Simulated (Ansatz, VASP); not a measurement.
**Two plane-wave programs on Al3O2**

Contents of POSCAR:

```
Al3O2
1.0
    3.5219054471      0.0000000000      0.0000000000
   -1.7609527235      3.0500595869      0.0000000000
    0.0000000000      0.0000000000      5.4795127895
Al O
3 2
Direct
    0.0000000000      0.0000000000      0.0000000000
    0.3333333333      0.6666666667      0.6450000000
    0.6666666667      0.3333333333      0.3550000000
    0.3333333333      0.6666666667      0.2450000000
    0.6666666667      0.3333333333      0.7550000000
```

The input INCAR.step1:

```
PREC = Accurate
ENCUT = 520
ISMEAR = 0
SIGMA = 0.1
LREAL = F
LASPH = T
NELM = 150
ISPIN = 2
MAGMOM = 0 0 0 1 1
NBANDS = 22
GGA = PE
ALGO = Normal
EDIFF = 1E-4
LWAVE = T
LCHARG = F
```

The input INCAR.step2:

```
PREC = Accurate
ENCUT = 520
EDIFF = 1E-7
ISMEAR = 0
SIGMA = 0.1
LREAL = F
LASPH = T
NELM = 150
ALGO = Normal
ISIF = 2
LWAVE = F
LCHARG = T
ISPIN = 2
MAGMOM = 0 0 0 1 1
LORBIT = 11
METAGGA = R2SCAN
LMIXTAU = T
LELF = T
LVHAR = T
NBANDS = 22
ISTART = 1
```

The input KPOINTS:

```
regular mesh
0
Gamma
  6 6 4
```

Input for Ansatz:

```yaml
crystal:
  lattice:
    - [3.5219054471, 0.0, 0.0]
    - [-1.7609527235, 3.0500595869, 0.0]
    - [0.0, 0.0, 5.4795127895]
  atoms:
    - { symbol: Al, position: [0.0, 0.0, 0.0] }
    - { symbol: Al, position: [0.3333333333, 0.6666666667, 0.645] }
    - { symbol: Al, position: [0.6666666667, 0.3333333333, 0.355] }
    - { symbol: O, position: [0.3333333333, 0.6666666667, 0.245], spin: 1.0 }
    - { symbol: O, position: [0.6666666667, 0.3333333333, 0.755], spin: 1.0 }
basis:
  ecutwfc: 500
kpoints:
  mp_grid: { grid: [6, 6, 4] }
hamiltonian:
  xc: r2scan
scf:
  occupations: { method: gaussian, width: 0.1 }
  lower_state_search: "off"
output:
  forces: true
  stress: true
  eigenvalues: true
  populations: true
magnetization:
  spin_polarized: true
```

Alike in both runs: task single point; functional r2SCAN; k mesh 6 × 6 × 4; occupations gaussian, width 0.1 eV; collinear spin.

```csv
,VASP,Ansatz
version,VASP 6.6.1,Ansatz 0.2.0
potentials or method,"VASP PAW PBE potentials, release 64 (Al, O), cutoff 520 eV","scalar-relativistic, plane waves, PAW"
valence electrons in the cell,21,21
```

```tsv
	VASP	Ansatz	Ansatz less VASP
gap on the k mesh at the Fermi level (eV)	none	none	-
pressure (GPa)	14.7	15.1	+0.41
traceless stress, the component that is largest in VASP (GPa)	10.21	10.21	+0.002
rms of the force components (eV/Å)	0.478	0.482	+0.0033
net moment per atom (μB)	0.00	0.00	0.000
```

VASP's potentials were made for PBE, not for r2SCAN. Atom by atom the forces differ by 0.004 eV/Å (rms over components). A gap of «none» marks a metal or a gap that the smearing closes. Ansatz's warnings: seeded moment not kept, stability check not made.
